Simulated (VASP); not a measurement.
# NiO (Fm-3m) in VASP: notebook

Runs on NiO. Level: PBE. Tasks: single point.

Program: VASP 6.6.1. These are calculated values, not measurements. Logs are shortened: lines on timing, memory, paths and dates and some standing lists are left out, and cuts for length are marked.

### Step 1. The cell of the first run

The structure is cubic, space group Fm-3m (No. 225). Conventional cell: a = 4.179 Å, b = 4.179 Å, c = 4.179 Å, α = 90.00°, β = 90.00°, γ = 90.00°. Within 2.8 Å of O (site symmetry m-3m) lie 6 Ni at 2.09 Å. Ni (site symmetry m-3m) has 6 O at 2.09 Å within 2.8 Å.

### Step 2. Single point, PBE, collinear spin, ferromagnetic start

File INCAR:

```
SYSTEM = NiO
PREC = Accurate
ENCUT = 520
EDIFF = 1E-7
ISMEAR = -1
SIGMA = 0.03
LREAL = .False.
LASPH = .True.
NELM = 150
ALGO = Normal
ISIF = 2
LWAVE = .False.
LCHARG = .False.
ISPIN = 2
MAGMOM = 0 2.9
LORBIT = 11
NUPDOWN = 2.9
LMAXMIX = 4
GGA = PE
NBANDS = 19
```

File KPOINTS:

```
regular mesh
0
Gamma
  10 10 10
  0 0 0
```

File POSCAR:

```
NiO
1.0
    0.0000000000      2.0893000000      2.0893000000
    2.0893000000      0.0000000000      2.0893000000
    2.0893000000      2.0893000000      0.0000000000
O Ni
1 1
Direct
    0.5000000000      0.5000000000      0.5000000000
    0.0000000000      0.0000000000      0.0000000000
```

Potentials or basis: VASP PAW PBE potentials, release 64 (O, Ni).

Command:

```
> cat potpaw_PBE.64/O/POTCAR potpaw_PBE.64/Ni/POTCAR > POTCAR
> mpirun -np 1 vasp_std > vasp.out
```

OUTCAR:

```text
SYSTEM = NiO
   PREC = Accurate
   ENCUT = 520
   EDIFF = 1E-7
   ISMEAR = -1
   LREAL = .False.
   LASPH = .True.
   NELM = 150
   ISIF = 2
   ISPIN = 2
   LORBIT = 11
   NUPDOWN = 2.9
   GGA = PE

 ion  position               nearest neighbor table
   1  0.500  0.500  0.500-   2 2.09   2 2.09   2 2.09   2 2.09   2 2.09   2 2.09
   2  0.000  0.000  0.000-   1 2.09   1 2.09   1 2.09   1 2.09   1 2.09   1 2.09

  LATTYP: Found a face centered cubic cell.
 ALAT       =     4.1786000000

  Lattice vectors:

 A1 = (   0.0000000000,   2.0893000000,   2.0893000000)
 A2 = (   2.0893000000,   0.0000000000,   2.0893000000)
 A3 = (   2.0893000000,   2.0893000000,   0.0000000000)

Analysis of symmetry for initial positions (statically):
=====================================================================
 Subroutine PRICEL returns:
 Original cell was already a primitive cell.

 Routine SETGRP: Setting up the symmetry group for a
 face centered cubic supercell.

 Subroutine GETGRP returns: Found 48 space group operations
 (whereof 48 operations were pure point group operations)
 out of a pool of 48 trial point group operations.

The static configuration has the point symmetry O_h .

Analysis of symmetry for dynamics (positions and initial velocities):
=====================================================================
 Subroutine PRICEL returns:
 Original cell was already a primitive cell.

 Routine SETGRP: Setting up the symmetry group for a
 face centered cubic supercell.

 Subroutine GETGRP returns: Found 48 space group operations
 (whereof 48 operations were pure point group operations)
 out of a pool of 48 trial point group operations.

The dynamic configuration has the point symmetry O_h .

Analysis of structural, dynamic, and magnetic symmetry:
=====================================================================
 Subroutine PRICEL returns:
 Original cell was already a primitive cell.

 Routine SETGRP: Setting up the symmetry group for a
 face centered cubic supercell.

 Subroutine GETGRP returns: Found 48 space group operations
 (whereof 48 operations were pure point group operations)
 out of a pool of 48 trial point group operations.

The overall configuration has the point symmetry O_h .

 Subroutine INISYM returns: Found 48 space group operations
 (whereof 48 operations are pure point group operations),
 and found     1 'primitive' translations

----------------------------------------------------------------------------------------
[... 115 lines left out ...]
  Fermi-wavevector in a.u.,A,eV,Ry     =   1.567126  2.961439 33.414345  2.455885
  Thomas-Fermi vector in A             =   2.669352
   LORBIT       =     11    0 simple, 1 ext, 2 COOP (PROOUT), +10 PAW based schemes
   GGA     = PE    functional components
   LHFCALC =     F    Hartree Fock is set to
   AEXX    =    0.0000 exact exchange contribution
   IVDW    =     0    specifies the selected vdW correction
   LEPSILON=     F    determine dielectric tensor
   LRPA    =     F    only Hartree local field effects (RPA)
 spin polarized calculation
  energy-cutoff  :      520.00
  volume of cell :       18.24
 maximum number of plane-waves:       531
 NGX is ok and might be reduce to    24
   NGX = 11   NGY = 11   NGZ = 11

 number of electron      16.0000004 magnetization       2.9000001

 Free energy of the ion-electron system (eV)
  ---------------------------------------------------
  ext. energy  EPLUGINS =         0.00000000
  ---------------------------------------------------
  free energy    TOTEN  =        -8.68795595 eV

  energy without entropy =       -8.67624815  energy(sigma->0) =       -8.68210205

 E-fermi :   6.5887     XC(G=0): -12.7821

 val. band max:       13.9308521564   @ k =   0.4000   0.3000   0.0000
 cond. band min:       6.5956641574   @ k =   0.4000   0.0000   0.0000
 fundamental gap:     -7.3351879990
 Fermi energy:        14.0845017070

 spin component 1

 k-point     1 :       0.0000    0.0000    0.0000
  band No.  band energies     occupation
      1     -12.7943      1.00000
      2       3.6125      1.00000
      3       3.6125      1.00000
      4       3.9760      1.00000
      5       3.9761      1.00000
      6       3.9761      1.00000
[... 517 lines left out ...]
     18      39.7680      0.00000
     19      39.8167      0.00000

 [... further k-points ...]

 spin component 2

 k-point     1 :       0.0000    0.0000    0.0000
  band No.  band energies     occupation
      1     -11.6464      1.00000
      2       5.3997      1.00000
      3       5.3998      1.00000
      4       5.3998      1.00000
      5       5.8295      1.00000
      6       5.8295      1.00000
[... 517 lines left out ...]
     18      40.4235      0.00000
     19      40.7263      0.00000

 [... further k-points ...]

------------------------ aborting loop because EDIFF is reached ----------------------------------------

  FORCE on cell =-STRESS in cart. coord.  units (eV):
  Direction    XX          YY          ZZ          XY          YZ          ZX
  --------------------------------------------------------------------------------------
  -------------------------------------------------------------------------------------
  Total        3.6454187      3.6454187      3.6454187     -0.0000000     -0.0000000      0.0000000
  in kB      320.2031460    320.2031460    320.2031460     -0.0000000     -0.0000000      0.0000000
  external PRESSURE =     320.2031460 kB  Pullay stress =       0.0000000 kB

 VOLUME and BASIS-vectors are now :
 -----------------------------------------------------------------------------
  energy-cutoff  :      520.00
  volume of cell :       18.24
      direct lattice vectors                 reciprocal lattice vectors
     0.000000000  2.089300000  2.089300000    -0.239314603  0.239314603  0.239314603
     2.089300000  0.000000000  2.089300000     0.239314603 -0.239314603  0.239314603
     2.089300000  2.089300000  0.000000000     0.239314603  0.239314603 -0.239314603

 POSITION                                       TOTAL-FORCE (eV/Angst)
 -----------------------------------------------------------------------------------
      2.08930      2.08930      2.08930         0.000000      0.000000      0.000000
      0.00000      0.00000      0.00000        -0.000000     -0.000000     -0.000000
 -----------------------------------------------------------------------------------
    total drift:                                0.000000     -0.000000     -0.000000

  FREE ENERGIE OF THE ION-ELECTRON SYSTEM (eV)
  ---------------------------------------------------
  free  energy   TOTEN  =        -8.6879559515 eV

  energy  without entropy=       -8.6762481476  energy(sigma->0) =       -8.68210205

 total charge

# of ion       s       p       d       tot
------------------------------------------
    1        1.603   3.359   0.000   4.962
    2        0.433   0.448   8.031   8.912
--------------------------------------------------
tot          2.036   3.807   8.031  13.874

 magnetization (x)

# of ion       s       p       d       tot
------------------------------------------
    1        0.084   0.588   0.000   0.673
    2        0.126   0.072   1.798   1.996
--------------------------------------------------
tot          0.210   0.660   1.798   2.668
```

stdout:

```text
POSCAR found type information on POSCAR O Ni
 POSCAR found :  2 types and       2 ions
 scaLAPACK will be used
 LDA part: xc-table for (Slater+PW92), standard interpolation
 POSCAR, INCAR and KPOINTS ok, starting setup
 FFT: planning ... GRIDC
 FFT: planning ... GRID_SOFT
 FFT: planning ... GRID
 WAVECAR not read
 entering main loop
```

It took 1.8 min on 1 thread of AMD EPYC 7R13, shared host; peak memory 0.14 GiB.

What came out:

| Item | Value |
| --- | --- |
| Free energy | -8.6880 eV |
| Pressure | 32.0 GPa |
| Net moment | 2.90 μB per cell |
| Site moments | O +0.67; Ni +2.00 μB |
| Valence electrons inside the program's atomic spheres | O 4.96; Ni 8.91 |

Caveat: the total moment is fixed, so each spin has its own Fermi level; a cell with one magnetic atom can't hold antiferromagnetic order, which such compounds often take.

### Step 3. Single point, PBE, collinear spin, ferromagnetic start

File INCAR:

```
SYSTEM = NiO
PREC = Accurate
ENCUT = 520
EDIFF = 1E-6
ISMEAR = -1
SIGMA = 0.03
LREAL = .False.
LASPH = .True.
NELM = 150
ALGO = Normal
ISIF = 2
LWAVE = .False.
LCHARG = .True.
ISPIN = 2
MAGMOM = 0 0.2
LORBIT = 11
LMAXMIX = 4
GGA = PE
LELF = .True.
LVHAR = .True.
NBANDS = 19
```

File KPOINTS:

```
Automatic mesh
0
Gamma
  10 10 10
  0 0 0
```

POSCAR is that of step 2.

Potentials or basis: VASP PAW PBE potentials, release 64 (O, Ni).

Command:

```
> cat potpaw_PBE.64/O/POTCAR potpaw_PBE.64/Ni/POTCAR > POTCAR
> mpirun -np 1 vasp_std > vasp.out
```

OUTCAR:

```text
SYSTEM = NiO
   PREC = Accurate
   ENCUT = 520
   EDIFF = 1E-6
   ISMEAR = -1
   LREAL = .False.
   LASPH = .True.
   NELM = 150
   ISIF = 2
   ISPIN = 2
   LORBIT = 11
   GGA = PE

 ion  position               nearest neighbor table
   1  0.500  0.500  0.500-   2 2.09   2 2.09   2 2.09   2 2.09   2 2.09   2 2.09
   2  0.000  0.000  0.000-   1 2.09   1 2.09   1 2.09   1 2.09   1 2.09   1 2.09

  LATTYP: Found a face centered cubic cell.
 ALAT       =     4.1786000000

  Lattice vectors:

 A1 = (   0.0000000000,   2.0893000000,   2.0893000000)
 A2 = (   2.0893000000,   0.0000000000,   2.0893000000)
 A3 = (   2.0893000000,   2.0893000000,   0.0000000000)
[... 1269 lines left out ...]

 VOLUME and BASIS-vectors are now :
 -----------------------------------------------------------------------------
  energy-cutoff  :      520.00
  volume of cell :       18.24
      direct lattice vectors                 reciprocal lattice vectors
     0.000000000  2.089300000  2.089300000    -0.239314603  0.239314603  0.239314603
     2.089300000  0.000000000  2.089300000     0.239314603 -0.239314603  0.239314603
     2.089300000  2.089300000  0.000000000     0.239314603  0.239314603 -0.239314603

 POSITION                                       TOTAL-FORCE (eV/Angst)
 -----------------------------------------------------------------------------------
      2.08930      2.08930      2.08930         0.000000      0.000000      0.000000
      0.00000      0.00000      0.00000         0.000000      0.000000     -0.000000
 -----------------------------------------------------------------------------------
    total drift:                                0.000000     -0.000000     -0.000000

  FREE ENERGIE OF THE ION-ELECTRON SYSTEM (eV)
  ---------------------------------------------------
  free  energy   TOTEN  =       -11.3856872639 eV

  energy  without entropy=      -11.3810404718  energy(sigma->0) =      -11.38336387

 total charge

# of ion       s       p       d       tot
------------------------------------------
    1        1.575   3.360   0.000   4.935
    2        0.322   0.385   8.345   9.052
--------------------------------------------------
tot          1.897   3.745   8.345  13.987

 magnetization (x)

# of ion       s       p       d       tot
------------------------------------------
    1        0.001   0.003   0.000   0.005
    2        0.001   0.001   0.064   0.066
--------------------------------------------------
tot          0.003   0.004   0.064   0.070
```

OSZICAR:

```text
N       E                     dE             d eps       ncg     rms          rms(c)
DAV:   1     0.826118222979E+02    0.82612E+02   -0.69800E+03  3804   0.105E+03
DAV:   2    -0.854414392306E+01   -0.91156E+02   -0.79717E+02  3706   0.234E+02
DAV:   3    -0.135400727341E+02   -0.49959E+01   -0.47374E+01  4091   0.550E+01
DAV:   4    -0.135854143681E+02   -0.45342E-01   -0.45295E-01  4013   0.510E+00
DAV:   5    -0.135861226159E+02   -0.70825E-03   -0.70817E-03  4039   0.640E-01    0.131E+01
DAV:   6    -0.129535784947E+02    0.63254E+00   -0.97827E+00  4696   0.542E+01    0.150E+01
DAV:   7    -0.114634348557E+02    0.14901E+01   -0.49848E+00  4526   0.468E+01    0.502E+00
DAV:   8    -0.113923925156E+02    0.71042E-01   -0.26435E-01  4654   0.871E+00    0.172E+00
DAV:   9    -0.113857368342E+02    0.66557E-02   -0.30320E-02  4811   0.253E+00    0.317E-01
DAV:  10    -0.113855906693E+02    0.14616E-03   -0.17433E-03  5010   0.538E-01    0.909E-02
DAV:  11    -0.113856830089E+02   -0.92340E-04   -0.18910E-04  4841   0.158E-01    0.570E-02
DAV:  12    -0.113856866948E+02   -0.36859E-05   -0.28354E-05  4671   0.727E-02    0.123E-02
DAV:  13    -0.113856872639E+02   -0.56908E-06   -0.29409E-06  3932   0.178E-02
   1 F= -.11385687E+02 E0= -.11383364E+02  d E =-.464679E-02  mag=     0.0719
```

stdout:

```text
POSCAR found type information on POSCAR O Ni
 POSCAR found :  2 types and       2 ions
 scaLAPACK will be used
 LDA part: xc-table for (Slater+PW92), standard interpolation
 POSCAR, INCAR and KPOINTS ok, starting setup
 FFT: planning ... GRIDC
 FFT: planning ... GRID_SOFT
 FFT: planning ... GRID
 WAVECAR not read
 entering main loop
```

Run time: 100 s. Hardware: 1 thread of AMD EPYC 7R13, shared host; peak memory 0.13 GiB.

What came out:

| Quantity | Value |
| --- | --- |
| Free energy | -11.3857 eV |
| Pressure | -2.9 GPa |
| Net moment | 0.07 μB per cell |
| Site moments | O +0.01; Ni +0.07 μB |
| Valence electrons inside the program's atomic spheres | O 4.93; Ni 9.05 |

Caveat: semilocal functionals often make such compounds metallic where correlation or magnetic order opens a gap, which also shifts bond lengths.
